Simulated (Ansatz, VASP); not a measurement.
## CdS: VASP beside Ansatz

The input INCAR:

```
  ALGO = Normal
  EDIFF = 1E-7
  ENCUT = 520
  GGA = PE
  ISIF = 2
  ISMEAR = 0
  LASPH = T
  LCHARG = F
  LREAL = F
  LWAVE = F
  NBANDS = 26
  NELM = 100
  PREC = Accurate
  SIGMA = 0.05
```

KPOINTS

```
k-points
0
Gamma
  12 12 4
```

Contents of POSCAR:

```
CdS
1.0
    4.1347992034      0.0000000000      0.0000000000
   -2.0673996017      3.5808411497      0.0000000000
    0.0000000000      0.0000000000      6.7490000000
Cd S
2 2
Direct
    0.3333333333      0.6666666667      0.0000000000
    0.6666666667      0.3333333333      0.5000000000
    0.3054069340      0.6108138679      0.3998170099
    0.6666666667      0.3333333333      0.8850000000
```

Input for Ansatz:

```yaml
crystal:
  lattice:
    - [4.1347992034, 0.0, 0.0]
    - [-2.0673996017, 3.5808411497, 0.0]
    - [0.0, 0.0, 6.749]
  atoms:
    - { symbol: Cd, position: [0.3333333333, 0.6666666667, 0.0] }
    - { symbol: Cd, position: [0.6666666667, 0.3333333333, 0.5] }
    - { symbol: S, position: [0.305406934, 0.6108138679, 0.3998170099] }
    - { symbol: S, position: [0.6666666667, 0.3333333333, 0.885] }
basis:
  ecutwfc: 420
kpoints:
  mp_grid: { grid: [12, 12, 4] }
hamiltonian:
  xc: pbe
scf:
  occupations: { method: gaussian, width: 0.05 }
output:
  forces: true
  stress: true
  eigenvalues: true
```

Alike in both runs: task single point; functional PBE; k mesh 12 × 12 × 4; occupations gaussian, width 0.05 eV; no spin polarisation.

|  | VASP | Ansatz |
| --- | --- | --- |
| version | VASP 6.6.1 | Ansatz 0.2.0 |
| potentials or method | VASP PAW PBE potentials, release 64 (Cd, S), cutoff 520 eV | scalar-relativistic, plane waves, PAW |
| valence electrons in the cell | 36 | 52 |

Ansatz gave:

| Property | Result |
| --- | --- |
| gap on the k mesh at the Fermi level (eV) | 1.22 |
| least direct gap on the mesh (eV) | 1.22 |
| pressure (GPa) | 3.3 |
| traceless stress, the component that is largest in VASP (GPa) | 3.96 |
| rms of the force components (eV/Å) | 0.538 |

Task: Estimate VASP's values.

Result: gap on the k mesh at the Fermi level (eV): 1.22; least direct gap on the mesh (eV): 1.22; pressure (GPa): 3.7; traceless stress, the component that is largest in VASP (GPa): 4.10; rms of the force components (eV/Å): 0.553.

Atom by atom the forces differ by 0.016 eV/Å (rms over components). VASP's potentials hold 36 valence electrons a cell and Ansatz's 52, so a difference there can come from the potentials and not from the codes.
